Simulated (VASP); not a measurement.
Here is a VASP 6.6.1 calculation.

The input INCAR:

```
SYSTEM = MnCo
  PREC = Accurate
  ENCUT = 520
  EDIFF = 1E-6
  ISMEAR = -1
  SIGMA = 0.1
  LREAL = .FALSE.
  LASPH = .TRUE.
  NELM = 150
  ALGO = Normal
  ISIF = 2
  LWAVE = .FALSE.
  LCHARG = .TRUE.
  ISPIN = 2
  MAGMOM = 4 2.5
  LORBIT = 11
  LMAXMIX = 4
  GGA = PS
  LELF = .TRUE.
  LVHAR = .TRUE.
  NBANDS = 22
```

KPOINTS

```
regular mesh
0
G
  10 10 10
  0 0 0
```

File POSCAR:

```
MnCo
1.0
    2.7753794745      0.0000000000      0.0000000000
    0.0000000000      2.7753794745      0.0000000000
    0.0000000000      0.0000000000      2.7753794745
Mn Co
1 1
Direct
    0.0000000000      0.0000000000      0.0000000000
    0.5000000000      0.5000000000      0.5000000000
```

Potentials or basis: VASP PAW PBE potentials, release 64 (Mn_pv, Co).

Command:

```console
$ cat potpaw_PBE.64/Mn_pv/POTCAR potpaw_PBE.64/Co/POTCAR > POTCAR
$ mpirun -np 1 vasp_std > vasp.out
```

(1) Predict the pressure.

(2) Predict the site moments.

(3) What does it give for the net moment?

Results:

(1) 8.6 GPa.

(2) Mn +2.65; Co +1.25 μB.

(3) 3.94 μB per cell.

Caveat: the PAW data sets were made with another functional, which shifts forces and pressure a little.
